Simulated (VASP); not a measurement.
# KF (Fm-3m) in VASP: further runs, part 2 of 2

VASP 6.6.1.

## 3. Relaxation of cell and atoms, r2SCAN

This run uses another cell than the first one, of 19.07 Å³/atom, 0.957 times its volume.

The input, POSCAR:

```
KF
1.0
    0.0000000000      2.6718500000      2.6718500000
    2.6718500000      0.0000000000      2.6718500000
    2.6718500000      2.6718500000      0.0000000000
K F
1 1
Direct
    0.0000000000      0.0000000000      0.0000000000
    0.5000000000      0.5000000000      0.5000000000
```

The input, INCAR.step1:

```
SYSTEM = KF
PREC = Accurate
ENCUT = 600
ISMEAR = 0
SIGMA = 0.02
LREAL = .False.
LASPH = .True.
NELM = 60
GGA = PE
ALGO = Normal
EDIFF = 1E-4
LWAVE = .True.
LCHARG = .False.
```

The input, INCAR.step2:

```
SYSTEM = KF
PREC = Accurate
ENCUT = 600
EDIFF = 1E-7
ISMEAR = 0
SIGMA = 0.02
LREAL = .False.
LASPH = .True.
NELM = 60
ALGO = Normal
ISIF = 3
LWAVE = .False.
LCHARG = .False.
METAGGA = R2SCAN
LMIXTAU = .True.
IBRION = 2
NSW = 100
EDIFFG = -0.005
ISTART = 1
```

The input, KPOINTS:

```
Automatic mesh
0
Gamma
  8 8 8
  0 0 0
```

Potentials or basis: VASP PAW PBE potentials, release 64 (K_sv, F).

Command:

```bash
> cat potpaw_PBE.64/K_sv/POTCAR potpaw_PBE.64/F/POTCAR > POTCAR
> cp INCAR.step1 INCAR
> mpirun -np 1 vasp_std > vasp.out
> cp INCAR.step2 INCAR
> mpirun -np 1 vasp_std > vasp.out
```

OUTCAR:

```text
SYSTEM = KF
   PREC = Accurate
   ENCUT = 600
   EDIFF = 1E-7
   ISMEAR = 0
   LREAL = .False.
   LASPH = .True.
   NELM = 60
   ISIF = 3
   METAGGA = R2SCAN
   IBRION = 2
   NSW = 100
   EDIFFG = -0.005
   ISTART = 1

 ion  position               nearest neighbor table
   1  0.000  0.000  0.000-   2 2.67   2 2.67   2 2.67   2 2.67   2 2.67   2 2.67
   2  0.500  0.500  0.500-   1 2.67   1 2.67   1 2.67   1 2.67   1 2.67   1 2.67

  LATTYP: Found a face centered cubic cell.
 ALAT       =     5.3437000000

  Lattice vectors:

 A1 = (   0.0000000000,   2.6718500000,   2.6718500000)
 A2 = (   2.6718500000,   0.0000000000,   2.6718500000)
 A3 = (   2.6718500000,   2.6718500000,   0.0000000000)

Analysis of symmetry for initial positions (statically):
=====================================================================
 Subroutine PRICEL returns:
 Original cell was already a primitive cell.

 Routine SETGRP: Setting up the symmetry group for a
 face centered cubic supercell.

 Subroutine GETGRP returns: Found 48 space group operations
 (whereof 48 operations were pure point group operations)
 out of a pool of 48 trial point group operations.

The static configuration has the point symmetry O_h .

Analysis of symmetry for dynamics (positions and initial velocities):
=====================================================================
 Subroutine PRICEL returns:
 Original cell was already a primitive cell.

 Routine SETGRP: Setting up the symmetry group for a
 face centered cubic supercell.

 Subroutine GETGRP returns: Found 48 space group operations
 (whereof 48 operations were pure point group operations)
 out of a pool of 48 trial point group operations.

The dynamic configuration has the point symmetry O_h .

 Subroutine INISYM returns: Found 48 space group operations
 (whereof 48 operations are pure point group operations),
 and found     1 'primitive' translations

----------------------------------------------------------------------------------------

                                     Primitive cell

  volume of cell :      38.1475

  direct lattice vectors                    reciprocal lattice vectors
     0.000000000  2.671850000  2.671850000    -0.187136254  0.187136254  0.187136254
     2.671850000  0.000000000  2.671850000     0.187136254 -0.187136254  0.187136254
     2.671850000  2.671850000  0.000000000     0.187136254  0.187136254 -0.187136254

  length of vectors
     3.778566507  3.778566507  3.778566507     0.324129500  0.324129500  0.324129500

  position of ions in fractional coordinates (direct lattice)
     0.000000000  0.000000000  0.000000000
     0.500000000  0.500000000  0.500000000

  ion indices of the primitive-cell ions
   primitive index   ion index
                 1           1
                 2           2

----------------------------------------------------------------------------------------

 KPOINTS: Automatic mesh

Automatic generation of k-mesh.
 Grid dimensions read from file:
 generate k-points for:    8    8    8

 Generating k-lattice:

[... 44 lines left out ...]
   number of dos      NEDOS =    301   number of ions     NIONS =      2
   total plane-waves  NPLWV =  27000
   dimension x,y,z NGX =    30 NGY =   30 NGZ =   30
   dimension x,y,z NGXF=    60 NGYF=   60 NGZF=   60
   ions per type =               1   1
   NGX,Y,Z   is equivalent  to a cutoff of  13.20, 13.20, 13.20 a.u.
   NGXF,Y,Z  is equivalent  to a cutoff of  26.40, 26.40, 26.40 a.u.
 SYSTEM =  KF
   PREC   = accura    normal or accurate (medium, high low for compatibility)
   ISTART =      1    job   : 0-new  1-cont  2-samecut
   ICHARG =      0    charge: 1-file 2-atom 10-const
   ISPIN  =      1    spin polarized calculation?
   LNONCOLLINEAR =      F non collinear calculations
   LSORBIT =      F    spin-orbit coupling
   LASPH  =      T    aspherical Exc in radial PAW
   ENCUT  =  600.0 eV  44.10 Ry    6.64 a.u.   7.55  7.55  7.55*2*pi/ulx,y,z
   NELM   =     60;   NELMIN=  2; NELMDL=  0     # of ELM steps
   EDIFF  = 0.1E-06   stopping-criterion for ELM
   LREAL  =      F    real-space projection
   EDIFFG = -.5E-02   stopping-criterion for IOM
   NSW    =    100    number of steps for IOM
   IBRION =      2    ionic relax: 0-MD 1-quasi-New 2-CG
   NFREE  =      1    steps in history (QN), initial steepest desc. (CG)
   ISIF   =      3    stress and relaxation
   ISYM   =      2    0-nonsym 1-usesym 2-fastsym
   POTIM  = 0.5000    time-step for ionic-motion
   TEBEG  =    0.0;   TEEND  =   0.0 temperature during run
   PSTRESS=    0.0 pullay stress
   NELECT =      16.0000    total number of electrons
   NUPDOWN=      -1.0000    fix difference up-down
   EMIN   =  10.00;   EMAX   =-10.00  energy-range for DOS
   EFERMI =   0.00;   METHOD = LEGACY
   ISMEAR =     0;   SIGMA  =   0.02  broadening in eV -4-tet -1-fermi 0-gaus
   EFERMI_NEDOS =   21; number of points for ismear=-14 and -15
   IALGO  =     38    algorithm
   IMIX   =      4    mixing-type and parameters
     AMIX     =   0.40;   BMIX     =  1.00
     AMIX_MAG =   1.60;   BMIX_MAG =  1.00
  volume/ion in A,a.u.               =      19.07       128.72
  Fermi-wavevector in a.u.,A,eV,Ry     =   1.225442  2.315750 20.431978  1.501708
  Thomas-Fermi vector in A             =   2.360480
   LORBIT       =      0    0 simple, 1 ext, 2 COOP (PROOUT), +10 PAW based schemes
   METAGGA = R2SCAN    functional components
   LHFCALC =     F    Hartree Fock is set to
   AEXX    =    0.0000 exact exchange contribution
   IVDW    =     0    specifies the selected vdW correction
   LEPSILON=     F    determine dielectric tensor
   LRPA    =     F    only Hartree local field effects (RPA)
 conjugate gradient relaxation of ions
 non-spin polarized calculation
 Gauss-broadening in eV      SIGMA  =   0.02
  energy-cutoff  :      600.00
  volume of cell :       38.15
 maximum number of plane-waves:      1287
   NGX = 15   NGY = 15   NGZ = 15

--------------------------------------- Ionic step        1  -------------------------------------------

 number of electron      15.9999997 magnetization

 Free energy of the ion-electron system (eV)
  ---------------------------------------------------
  ext. energy  EPLUGINS =         0.00000000
  ---------------------------------------------------
  free energy    TOTEN  =       -14.97567517 eV

  energy without entropy =      -14.97567517  energy(sigma->0) =      -14.97567517

------------------------ aborting loop because EDIFF is reached ----------------------------------------

  FORCE on cell =-STRESS in cart. coord.  units (eV):
  Direction    XX          YY          ZZ          XY          YZ          ZX
  --------------------------------------------------------------------------------------
  -------------------------------------------------------------------------------------
  Total       -0.1275381     -0.1275381     -0.1275381     -0.0000000      0.0000000     -0.0000000
  in kB       -5.3565382     -5.3565382     -5.3565382     -0.0000000      0.0000000     -0.0000000
  external PRESSURE =      -5.3565382 kB  Pullay stress =       0.0000000 kB
[... 59 lines left out ...]
--------------------------------------- Ionic step        3  -------------------------------------------

 number of electron      16.0000001 magnetization

 Free energy of the ion-electron system (eV)
  ---------------------------------------------------
  ext. energy  EPLUGINS =         0.00000000
  ---------------------------------------------------
  free energy    TOTEN  =       -14.97670443 eV

  energy without entropy =      -14.97670443  energy(sigma->0) =      -14.97670443

 E-fermi :  -3.1783     XC(G=0):  -8.9729

 val. band max:       -3.3141096243   @ k =   0.0000   0.0000   0.0000
 cond. band min:       3.5965943012   @ k =   0.0000   0.0000   0.0000
 fundamental gap:      6.9107039256
 Fermi energy:        -3.1782856854

 k-point     1 :       0.0000    0.0000    0.0000
  band No.  band energies     occupation
      1     -30.3932      2.00000
      2     -23.1124      2.00000
      3     -12.8683      2.00000
      4     -12.8683      2.00000
      5     -12.8683      2.00000
      6      -3.3141      2.00000
      7      -3.3141      2.00000
      8      -3.3141      2.00000
      9       3.5966      0.00000
     10       8.1815      0.00000
     11       8.1815      0.00000
     12       8.1815      0.00000
[... 331 lines left out ...]
 k-point    24 :      -0.3750    0.2500    0.1250
  band No.  band energies     occupation
      1     -30.2792      2.00000
      2     -23.1843      2.00000
      3     -13.1984      2.00000
      4     -13.0904      2.00000
      5     -12.9417      2.00000
      6      -3.8726      2.00000
      7      -3.5899      2.00000
      8      -3.5641      2.00000
      9       6.7527      0.00000
     10       7.4704      0.00000
     11       9.3629      0.00000
     12      10.3633      0.00000

 [... further k-points ...]
[... 5 lines left out ...]
  --------------------------------------------------------------------------------------
  -------------------------------------------------------------------------------------
  Total       -0.0086601     -0.0086601     -0.0086601      0.0000000      0.0000000     -0.0000000
  in kB       -0.3691362     -0.3691362     -0.3691362      0.0000000      0.0000000     -0.0000000
  external PRESSURE =      -0.3691362 kB  Pullay stress =       0.0000000 kB
[... 17 lines left out ...]
  FREE ENERGIE OF THE ION-ELECTRON SYSTEM (eV)
  ---------------------------------------------------
  free  energy   TOTEN  =       -14.9767044293 eV

  energy  without entropy=      -14.9767044293  energy(sigma->0) =      -14.97670443

 reached required accuracy - stopping structural energy minimisation
```

OUTCAR.step1:

```text
SYSTEM = KF
   PREC = Accurate
   ENCUT = 600
   ISMEAR = 0
   LREAL = .False.
   LASPH = .True.
[... 581 lines left out ...]
      0.00000      0.00000      0.00000         0.000000      0.000000      0.000000
      2.67185      2.67185      2.67185        -0.000000     -0.000000     -0.000000
 -----------------------------------------------------------------------------------
    total drift:                                0.000000      0.000000      0.000000

  FREE ENERGIE OF THE ION-ELECTRON SYSTEM (eV)
  ---------------------------------------------------
  free  energy   TOTEN  =        -8.2919234745 eV

  energy  without entropy=       -8.2919234745  energy(sigma->0) =       -8.29192347
```

OSZICAR.step1:

```text
N       E                     dE             d eps       ncg     rms          rms(c)
DAV:   1     0.129475645098E+03    0.12948E+03   -0.93387E+03   696   0.147E+03
DAV:   2    -0.395723900216E+01   -0.13343E+03   -0.12118E+03   872   0.343E+02
DAV:   3    -0.938288644398E+01   -0.54256E+01   -0.53992E+01   900   0.674E+01
DAV:   4    -0.955291626519E+01   -0.17003E+00   -0.16986E+00  1072   0.101E+01
DAV:   5    -0.955401447690E+01   -0.10982E-02   -0.10982E-02   864   0.102E+00    0.632E+00
DAV:   6    -0.831831182125E+01    0.12357E+01   -0.43318E+00   772   0.185E+01    0.383E+00
DAV:   7    -0.829299889723E+01    0.25313E-01   -0.12713E-01   940   0.319E+00    0.232E+00
DAV:   8    -0.828973867189E+01    0.32602E-02   -0.55802E-02   744   0.282E+00    0.216E-01
DAV:   9    -0.829126561716E+01   -0.15269E-02   -0.68734E-03   948   0.690E-01    0.122E-01
DAV:  10    -0.829182649693E+01   -0.56088E-03   -0.99925E-04   768   0.321E-01    0.585E-02
DAV:  11    -0.829193430231E+01   -0.10781E-03   -0.38594E-04   760   0.164E-01    0.214E-02
DAV:  12    -0.829192347446E+01    0.10828E-04   -0.61345E-05   520   0.707E-02
   1 F= -.82919235E+01 E0= -.82919235E+01  d E =-.118634E-36
```

Run time: 2.1 min. Hardware: 1 thread of AMD EPYC 9R14 (Zen 4), shared host; peak memory 0.16 GiB.

Results:

| Property | Result |
| --- | --- |
| Free energy | -14.9767 eV |
| Relaxed volume | 18.79 Å³/atom |
| Relaxed cell | a = 3.760 Å, b = 3.760 Å, c = 3.760 Å, α = 60.00°, β = 60.00°, γ = 60.00° |
| Space group after relaxing (to 0.05 Å) | Fm-3m (No. 225) |
| Energy gained by relaxing | 0.5 meV/atom |
| Ionic steps | 3 |
| Pressure after relaxing | 0.0 GPa |
| Band gap on the k mesh | 6.91 eV, direct |

The path:
```tsv
step	energy change (eV)	largest force (eV/Å)	pressure (GPa)	volume (Å³)
1	0.0000	0.0000	-0.54	38.15
2	-0.0009	0.0000	-0.23	37.80
3	-0.0010	0.0000	-0.04	37.59
```

Final structure:
```
K F
1.0
     0.00000    2.65872    2.65872
     2.65872    0.00000    2.65872
     2.65872    2.65872    0.00000
K F
1 1
Direct
  0.00000 0.00000 0.00000
  0.50000 0.50000 0.50000
```

Caveat: the PAW data sets were made with another functional, which shifts forces and pressure a little. A k mesh can miss the band edges.

## 4. Single point, r2SCAN

This run uses another cell than the first one, of 19.07 Å³/atom, 0.957 times its volume.

POSCAR is that of step 3.

The input, INCAR.step1:

```
SYSTEM = KF
ALGO = Normal
EDIFF = 1E-5
ENCUT = 660
GGA = PE
GGA_COMPAT = .False.
ISMEAR = 0
LASPH = .True.
LCHARG = .False.
LREAL = .False.
LWAVE = .True.
NBANDS = 15
NELM = 120
PREC = Accurate
SIGMA = 0.1
```

The input, INCAR.step2:

```
SYSTEM = KF
ALGO = Normal
EDIFF = 1E-6
ENCUT = 660
GGA_COMPAT = .False.
ISIF = 2
ISMEAR = 0
ISTART = 1
LASPH = .True.
LCHARG = .True.
LELF = .True.
LMIXTAU = .True.
LREAL = .False.
LVHAR = .True.
LWAVE = .False.
METAGGA = R2SCAN
NBANDS = 15
NELM = 120
PREC = Accurate
SIGMA = 0.1
```

The input, KPOINTS:

```
k-points
0
Gamma
  6 6 6
  0 0 0
```

Command:

```bash
> cat potpaw_PBE.64/K_sv/POTCAR potpaw_PBE.64/F/POTCAR > POTCAR
> cp INCAR.step1 INCAR
> mpirun -np 1 vasp_std > vasp.out
> cp INCAR.step2 INCAR
> mpirun -np 1 vasp_std > vasp.out
```

Wall time 26 s (1 thread of Intel Xeon Platinum 8488C (Sapphire Rapids), shared host); peak memory 0.18 GiB.

Results (log left out):

```
Free energy            : -14.9774 eV
Pressure               : -0.6 GPa
Band gap on the k mesh : 6.83 eV, direct
```

Levels at points of the mesh, in eV from the valence-band top:
| k point | band 5 | band 6 | band 7 | band 8 | band 9 | band 10 | band 11 | band 12 |
| --- | --- | --- | --- | --- | --- | --- | --- | --- |
| (0.00, 0.00, 0.00) | -9.60 | 0.00 | 0.00 | 0.00 | 6.83 | 11.46 | 11.46 | 11.46 |
| (0.50, 0.00, 0.00) | -9.64 | -0.76 | -0.34 | -0.34 | 9.68 | 11.25 | 12.93 | 12.93 |
| (0.50, 0.50, 0.00) | -9.81 | -0.20 | -0.05 | -0.05 | 8.77 | 11.23 | 12.43 | 14.63 |

Caveat: the PAW data sets were made with another functional, which shifts forces and pressure a little.

## 5. Overview

| task | cell | k mesh | cutoff (eV) | smearing | gap on the mesh (eV) | pressure (GPa) |
| --- | --- | --- | --- | --- | --- | --- |
| single point | a = 3.834 Å, angles 60.0°, 2 atoms | 8 × 8 × 8 | 520 | gaussian 0.02 eV | 6.60 | -1.8 |
| relaxation of cell and atoms | relaxed from a = 3.779 Å, angles 60.0°, 2 atoms | 8 × 8 × 8 | 600 | gaussian 0.02 eV | 6.91 | 0.0 |
| single point | a = 3.779 Å, angles 60.0°, 2 atoms | 6 × 6 × 6 | 660 | gaussian 0.1 eV | 6.83 | -0.6 |

Alike in all rows: level r2SCAN; potentials or basis VASP PAW PBE potentials, release 64 (K_sv, F); no spin polarisation.

Caveats: the PAW data sets were made with another functional, which shifts forces and pressure a little.

Absolute energies hang on the potentials; compare differences alone.
